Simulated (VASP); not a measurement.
Ti, 2 atoms in the cell. Symmetry: P6_3/mmc, No. 194, hexagonal system. Conventional cell: a = 2.970 Å, b = 2.970 Å, c = 4.717 Å, α = 90.00°, β = 90.00°, γ = 120.00°. Ti (site symmetry -6m2) has 12 Ti at 2.92 to 2.97 Å within 3.8 Å. 

```yaml
Program: VASP 6.6.1
Task: electric field gradients
Functional: PBEsol
Potentials_or_basis: VASP PAW PBE potentials, release 64 (Ti_sv)
Cutoff: 520 eV
k_mesh: 14 × 14 × 8
Occupations: fermi-dirac, width 0.05 eV
Spin: no spin polarisation
Dipole_correction: no
Further_INCAR_settings: ALGO = Normal; EDIFF = 1e-08; NBANDS = 19
```

Potentials or basis: VASP PAW PBE potentials, release 64 (Ti_sv).

Command:

```console
$ cat potpaw_PBE.64/Ti_sv/POTCAR > POTCAR
$ mpirun -np 1 vasp_std > vasp.out
```

Hardware: 1 thread of Intel Xeon 8259CL (shared host).

Question: Estimate the wall time of this run.

Answer: Run time: 120 s on 1 thread of Intel Xeon 8259CL (shared host), peak memory 0.2 GiB. Counts: scf iterations 17, k points 120.
